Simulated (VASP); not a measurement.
# MgB3Pd3 (Pm-3m) in VASP: a series of runs, part 2 of 2

VASP 6.6.1.

## (4) Relaxation of cell and atoms, PBE

File INCAR:

```
ALGO = Normal
EDIFF = 1E-7
EDIFFG = -0.04
ENCUT = 600
GGA = PE
IBRION = 2
ISIF = 3
ISMEAR = 0
LASPH = T
LCHARG = F
LREAL = F
LWAVE = F
NELM = 80
NSW = 90
PREC = Accurate
SIGMA = 0.1
```

File KPOINTS:

```
k-points
0
Gamma
  4 4 4
```

File POSCAR:

```
MgB3Pd3
1.0
    4.4684674800      0.0000000000      0.0000000000
    0.0000000000      4.4684674800      0.0000000000
    0.0000000000      0.0000000000      4.4684674800
Mg B Pd
1 3 3
Direct
    0.5000000000      0.5000000000      0.5000000000
    0.0000000000      0.5000000000      0.0000000000
    0.5000000000      0.0000000000      0.0000000000
    0.0000000000      0.0000000000      0.5000000000
    0.0000000000      0.5000000000      0.5000000000
    0.5000000000      0.5000000000      0.0000000000
    0.5000000000      0.0000000000      0.5000000000
```

Potentials or basis: VASP PAW PBE potentials, release 64 (Mg, B, Pd).

Launch:

```console
$ cat potpaw_PBE.64/Mg/POTCAR potpaw_PBE.64/B/POTCAR potpaw_PBE.64/Pd/POTCAR > POTCAR
$ mpirun -np 1 vasp_std > vasp.out
```

OUTCAR:

```text
EDIFF = 1E-7
   EDIFFG = -0.04
   ENCUT = 600
   GGA = PE
   IBRION = 2
   ISIF = 3
   ISMEAR = 0
   LASPH = T
   LREAL = F
   NELM = 80
   NSW = 90
   PREC = Accurate

 ion  position               nearest neighbor table
   1  0.500  0.500  0.500-   5 2.23   6 2.23   7 2.23   6 2.23   7 2.23   5 2.23
   2  0.000  0.500  0.000-   5 2.23   6 2.23   5 2.23   6 2.23
   3  0.500  0.000  0.000-   6 2.23   7 2.23   7 2.23   6 2.23
   4  0.000  0.000  0.500-   5 2.23   7 2.23   5 2.23   7 2.23
   5  0.000  0.500  0.500-   1 2.23   2 2.23   4 2.23   2 2.23   4 2.23   1 2.23   6 3.16   7 3.16
                             7 3.16   6 3.16   6 3.16   7 3.16   6 3.16   7 3.16
   6  0.500  0.500  0.000-   1 2.23   2 2.23   3 2.23   1 2.23   3 2.23   2 2.23   5 3.16   7 3.16
                             7 3.16   7 3.16   7 3.16   5 3.16   5 3.16   5 3.16
   7  0.500  0.000  0.500-   1 2.23   3 2.23   4 2.23   3 2.23   1 2.23   4 2.23   6 3.16   6 3.16
                             5 3.16   6 3.16   6 3.16   5 3.16   5 3.16   5 3.16

  LATTYP: Found a simple cubic cell.
 ALAT       =     4.4684674800

  Lattice vectors:

 A1 = (   4.4684674800,   0.0000000000,   0.0000000000)
 A2 = (   0.0000000000,   4.4684674800,   0.0000000000)
 A3 = (   0.0000000000,   0.0000000000,   4.4684674800)

Analysis of symmetry for initial positions (statically):
=====================================================================
 Subroutine PRICEL returns:
 Original cell was already a primitive cell.

 Routine SETGRP: Setting up the symmetry group for a
 simple cubic supercell.

 Subroutine GETGRP returns: Found 48 space group operations
 (whereof 48 operations were pure point group operations)
 out of a pool of 48 trial point group operations.

The static configuration has the point symmetry O_h .

Analysis of symmetry for dynamics (positions and initial velocities):
=====================================================================
 Subroutine PRICEL returns:
 Original cell was already a primitive cell.

 Routine SETGRP: Setting up the symmetry group for a
 simple cubic supercell.

 Subroutine GETGRP returns: Found 48 space group operations
 (whereof 48 operations were pure point group operations)
 out of a pool of 48 trial point group operations.

The dynamic configuration has the point symmetry O_h .

 Subroutine INISYM returns: Found 48 space group operations
 (whereof 48 operations are pure point group operations),
 and found     1 'primitive' translations

----------------------------------------------------------------------------------------

                                     Primitive cell

  volume of cell :      89.2228

  direct lattice vectors                    reciprocal lattice vectors
     4.468467480  0.000000000  0.000000000     0.223790372  0.000000000  0.000000000
     0.000000000  4.468467480  0.000000000     0.000000000  0.223790372  0.000000000
     0.000000000  0.000000000  4.468467480     0.000000000  0.000000000  0.223790372

  length of vectors
     4.468467480  4.468467480  4.468467480     0.223790372  0.223790372  0.223790372

  position of ions in fractional coordinates (direct lattice)
     0.500000000  0.500000000  0.500000000
     0.000000000  0.500000000  0.000000000
     0.500000000  0.000000000  0.000000000
     0.000000000  0.000000000  0.500000000
     0.000000000  0.500000000  0.500000000
     0.500000000  0.500000000  0.000000000
[... 26 lines left out ...]

  Length of vectors
     0.055947593  0.055947593  0.055947593

  Shift w.r.t. Gamma in fractional coordinates (k-lattice)
     0.000000000  0.000000000  0.000000000

 Subroutine IBZKPT returns following result:
 ===========================================

 Found     10 irreducible k-points:

 Following reciprocal coordinates:
            Coordinates               Weight
  0.000000  0.000000  0.000000      1.000000
  0.250000  0.000000  0.000000      6.000000
  0.500000  0.000000  0.000000      3.000000
  0.250000  0.250000  0.000000     12.000000
  0.500000  0.250000  0.000000     12.000000
  0.500000  0.500000  0.000000      3.000000
  0.250000  0.250000  0.250000      8.000000
  0.500000  0.250000  0.250000     12.000000
  0.500000  0.500000  0.250000      6.000000
  0.500000  0.500000  0.500000      1.000000
   k-points           NKPTS =     10   k-points in BZ     NKDIM =     10   number of bands    NBANDS=     24
   number of dos      NEDOS =    301   number of ions     NIONS =      7
   total plane-waves  NPLWV =  46656
   dimension x,y,z NGX =    36 NGY =   36 NGZ =   36
   dimension x,y,z NGXF=    72 NGYF=   72 NGZF=   72
   ions per type =               1   3   3
   NGX,Y,Z   is equivalent  to a cutoff of  13.39, 13.39, 13.39 a.u.
   NGXF,Y,Z  is equivalent  to a cutoff of  26.79, 26.79, 26.79 a.u.
 SYSTEM =  unknown system
   PREC   = accura    normal or accurate (medium, high low for compatibility)
   ISTART =      0    job   : 0-new  1-cont  2-samecut
   ICHARG =      2    charge: 1-file 2-atom 10-const
   ISPIN  =      1    spin polarized calculation?
   LNONCOLLINEAR =      F non collinear calculations
   LSORBIT =      F    spin-orbit coupling
   LASPH  =      T    aspherical Exc in radial PAW
   ENCUT  =  600.0 eV  44.10 Ry    6.64 a.u.   8.92  8.92  8.92*2*pi/ulx,y,z
   NELM   =     80;   NELMIN=  2; NELMDL= -5     # of ELM steps
   EDIFF  = 0.1E-06   stopping-criterion for ELM
   LREAL  =      F    real-space projection
   EDIFFG = -.4E-01   stopping-criterion for IOM
   NSW    =     90    number of steps for IOM
   IBRION =      2    ionic relax: 0-MD 1-quasi-New 2-CG
   NFREE  =      1    steps in history (QN), initial steepest desc. (CG)
   ISIF   =      3    stress and relaxation
   ISYM   =      2    0-nonsym 1-usesym 2-fastsym
   POTIM  = 0.5000    time-step for ionic-motion
   TEBEG  =    0.0;   TEEND  =   0.0 temperature during run
   PSTRESS=    0.0 pullay stress
   NELECT =      41.0000    total number of electrons
   NUPDOWN=      -1.0000    fix difference up-down
   EMIN   =  10.00;   EMAX   =-10.00  energy-range for DOS
   EFERMI =   0.00;   METHOD = LEGACY
   ISMEAR =     0;   SIGMA  =   0.10  broadening in eV -4-tet -1-fermi 0-gaus
   EFERMI_NEDOS =   21; number of points for ismear=-14 and -15
   IALGO  =     38    algorithm
   IMIX   =      4    mixing-type and parameters
     AMIX     =   0.40;   BMIX     =  1.00
     AMIX_MAG =   1.60;   BMIX_MAG =  1.00
  volume/ion in A,a.u.               =      12.75        86.02
  Fermi-wavevector in a.u.,A,eV,Ry     =   1.263313  2.387315 21.714339  1.595959
  Thomas-Fermi vector in A             =   2.396676
   LORBIT       =      0    0 simple, 1 ext, 2 COOP (PROOUT), +10 PAW based schemes
   GGA     = PE    functional components
   LHFCALC =     F    Hartree Fock is set to
   AEXX    =    0.0000 exact exchange contribution
   IVDW    =     0    specifies the selected vdW correction
   LEPSILON=     F    determine dielectric tensor
   LRPA    =     F    only Hartree local field effects (RPA)
 conjugate gradient relaxation of ions
 non-spin polarized calculation
 Gauss-broadening in eV      SIGMA  =   0.10
  energy-cutoff  :      600.00
  volume of cell :       89.22
 maximum number of plane-waves:      3016
 NGX is ok and might be reduce to    36
   NGX = 17   NGY = 17   NGZ = 17

--------------------------------------- Ionic step        1  -------------------------------------------

 number of electron      41.0000006 magnetization

 Free energy of the ion-electron system (eV)
  ---------------------------------------------------
  ext. energy  EPLUGINS =         0.00000000
  ---------------------------------------------------
  free energy    TOTEN  =       -31.05400589 eV

  energy without entropy =      -31.04520137  energy(sigma->0) =      -31.04960363

------------------------ aborting loop because EDIFF is reached ----------------------------------------

  FORCE on cell =-STRESS in cart. coord.  units (eV):
  Direction    XX          YY          ZZ          XY          YZ          ZX
  --------------------------------------------------------------------------------------
  -------------------------------------------------------------------------------------
  Total       10.4447053     10.4447053     10.4447053      0.0000000      0.0000000      0.0000000
  in kB      187.5560021    187.5560021    187.5560021      0.0000000      0.0000000      0.0000000
  external PRESSURE =     187.5560021 kB  Pullay stress =       0.0000000 kB
[... 69 lines left out ...]
--------------------------------------- Ionic step        3  -------------------------------------------

 number of electron      41.0000014 magnetization

 Free energy of the ion-electron system (eV)
  ---------------------------------------------------
  ext. energy  EPLUGINS =         0.00000000
  ---------------------------------------------------
  free energy    TOTEN  =       -31.64603355 eV

  energy without entropy =      -31.64193910  energy(sigma->0) =      -31.64398632

 E-fermi :   6.4487     XC(G=0): -10.9924

 val. band max:        6.3413705358   @ k =   0.5000   0.0000   0.0000
 cond. band min:       6.5794195105   @ k =   0.5000   0.2500   0.0000
 fundamental gap:      0.2380489747
 Fermi energy:         6.4486974433

 k-point     1 :       0.0000    0.0000    0.0000
  band No.  band energies     occupation
      1      -3.3758      2.00000
      2      -1.0719      2.00000
      3      -1.0719      2.00000
      4       0.1456      2.00000
      5       1.5702      2.00000
      6       1.5702      2.00000
[... 293 lines left out ...]
  FREE ENERGIE OF THE ION-ELECTRON SYSTEM (eV)
  ---------------------------------------------------
  free  energy   TOTEN  =       -31.6460335485 eV

  energy  without entropy=      -31.6419390987  energy(sigma->0) =      -31.64398632

 reached required accuracy - stopping structural energy minimisation
```

It took 1.8 min on 1 thread of Intel Xeon Platinum 8375C at 2.90GHz (Ice Lake), shared host; peak memory 0.22 GiB.

What came out:

```
Free energy                            : -31.6460 eV
Relaxed volume                         : 14.37 Å³/atom
Relaxed cell                           : a = 4.650 Å, b = 4.650 Å, c = 4.650 Å, α = 90.00°, β = 90.00°, γ = 90.00°
Space group after relaxing (to 0.05 Å) : Pm-3m (No. 221)
Energy gained by relaxing              : 84.6 meV/atom
Ionic steps                            : 3
Pressure after relaxing                : 0.0 GPa
```

Step by step:
```tsv
step	energy change (eV)	largest force (eV/Å)	pressure (GPa)	volume (Å³)
1	0.0000	0.0000	18.76	89.22
2	-0.3128	0.0000	-8.75	109.91
3	-0.5920	0.0000	-0.05	100.57
```

Final structure:
```yaml
crystal:
  lattice:
    - [4.65046, 0.00000, 0.00000]
    - [0.00000, 4.65046, 0.00000]
    - [0.00000, 0.00000, 4.65046]
  atoms:
    - { symbol: Mg, position: [0.50000, 0.50000, 0.50000] }
    - { symbol: B, position: [0.00000, 0.50000, 0.00000] }
    - { symbol: B, position: [0.50000, 0.00000, 0.00000] }
    - { symbol: B, position: [0.00000, 0.00000, 0.50000] }
    - { symbol: Pd, position: [0.00000, 0.50000, 0.50000] }
    - { symbol: Pd, position: [0.50000, 0.50000, 0.00000] }
    - { symbol: Pd, position: [0.50000, 0.00000, 0.50000] }
```

## (5) Single point, PBE

This run uses another cell than the first one, of 14.34 Å³/atom, 1.125 times its volume.

File INCAR:

```
SYSTEM = MgB3Pd3
PREC = Accurate
ENCUT = 520
EDIFF = 1E-7
ISMEAR = 0
SIGMA = 0.1
LREAL = .False.
LASPH = .True.
NELM = 100
ALGO = Normal
ISIF = 2
LWAVE = .False.
LCHARG = .False.
GGA = PE
NBANDS = 30
```

File KPOINTS:

```
regular mesh
0
Gamma
  8 8 8
  0 0 0
```

POSCAR: that of step 4 with these lines changed.

```diff
@@ -2,5 +2,5 @@
 1.0
-    4.4684674800      0.0000000000      0.0000000000
-    0.0000000000      4.4684674800      0.0000000000
-    0.0000000000      0.0000000000      4.4684674800
+    4.6478450924      0.0000000000      0.0000000000
+    0.0000000000      4.6478450924      0.0000000000
+    0.0000000000      0.0000000000      4.6478450924
 Mg B Pd
```

Launch:

```console
$ cat potpaw_PBE.64/Mg/POTCAR potpaw_PBE.64/B/POTCAR potpaw_PBE.64/Pd/POTCAR > POTCAR
$ mpirun -np 1 vasp_std > vasp.out
```

Wall time 2 min (1 thread of Intel Xeon Platinum 8375C at 2.90GHz (Ice Lake), shared host); peak memory 0.25 GiB.

Results (log left out):

```
Free energy : -31.6915 eV
Pressure    : -0.1 GPa
```

Levels at points of the mesh, in eV from the Fermi level:
| k point | band 17 | band 18 | band 19 | band 20 | band 21 | band 22 | band 23 | band 24 | band 25 | band 26 |
| --- | --- | --- | --- | --- | --- | --- | --- | --- | --- | --- |
| (0.00, 0.00, 0.00) | -2.24 | -2.24 | -2.24 | 0.14 | 0.14 | 0.51 | 0.51 | 0.51 | 2.36 | 2.36 |
| (0.50, 0.00, 0.00) | -2.24 | -0.71 | -0.71 | -0.39 | 0.18 | 0.18 | 0.74 | 0.91 | 2.33 | 2.88 |
| (0.50, 0.50, 0.00) | -2.82 | -2.08 | -2.08 | 0.71 | 0.71 | 0.95 | 2.03 | 2.03 | 2.46 | 3.04 |
| (0.50, 0.50, 0.50) | -2.57 | -2.57 | -2.21 | -0.91 | -0.91 | -0.91 | 0.52 | 3.84 | 3.84 | 6.12 |

## (6) Overview

| task | cell | k mesh | cutoff (eV) | gap on the mesh (eV) | pressure (GPa) |
| --- | --- | --- | --- | --- | --- |
| single point | a = 4.468 Å, 7 atoms | 4 × 4 × 4 | 520 | none | 18.8 |
| single point | a = 4.650 Å, 7 atoms | 4 × 4 × 4 | 520 | none | 0.0 |
| relaxation of cell and atoms | relaxed from a = 4.468 Å, 7 atoms | 4 × 4 × 4 | 600 | none | 0.0 |
| single point | a = 4.648 Å, 7 atoms | 8 × 8 × 8 | 520 | none | -0.1 |

Alike in all rows: level PBE; potentials or basis VASP PAW PBE potentials, release 64 (Mg, B, Pd); no spin polarisation; smearing gaussian 0.1 eV.

Absolute energies hang on the potentials; compare differences alone.
